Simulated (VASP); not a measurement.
A run of VASP 6.6.1:

Contents of INCAR:

```
ALGO = Normal ; DIPOL = 0.5 0.5 0.382
EDIFF = 1E-7 ; ENCUT = 520
GGA = PE ; IDIPOL = 3
ISIF = 2 ; ISMEAR = 0
IVDW = 12 ; LASPH = T
LCHARG = T ; LDIPOL = T
LELF = T ; LREAL = F
LVACPOTAV = T ; LVHAR = T
LWAVE = F ; NBANDS = 31
NELM = 80 ; PREC = Accurate
SIGMA = 0.05
```

The input KPOINTS:

```
k-points
0
Gamma
  9 9 1
```

The input POSCAR:

```
PtS2
1.0
    3.5415278079      0.0000000000      0.0000000000
   -1.7707639039      3.0670530498      0.0000000000
    0.0000000000      0.0000000000     22.4670615492
S Pt
4 2
Direct
    0.6666666667      0.3333333333      0.2002932155
    0.3333333333      0.6666666667      0.3108341854
    0.3333333333      0.6666666667      0.4537100124
    0.6666666667      0.3333333333      0.5642509823
    0.0000000000      0.0000000000      0.2555637004
    1.0000000000      1.0000000000      0.5089804974
```

Potentials or basis: VASP PAW PBE potentials, release 64 (S, Pt).

The run is started by

```console
$ cat potpaw_PBE.64/S/POTCAR potpaw_PBE.64/Pt/POTCAR > POTCAR
$ mpirun -np 1 vasp_std > vasp.out
```

Hardware: 1 thread of Intel Xeon 8259CL, with other jobs on the host.

How long does it take, and how much memory?

Wall time 5.3 min on 1 thread of Intel Xeon 8259CL, with other jobs on the host, peak memory 0.4 GiB. Counts: scf iterations 26, k points 12.
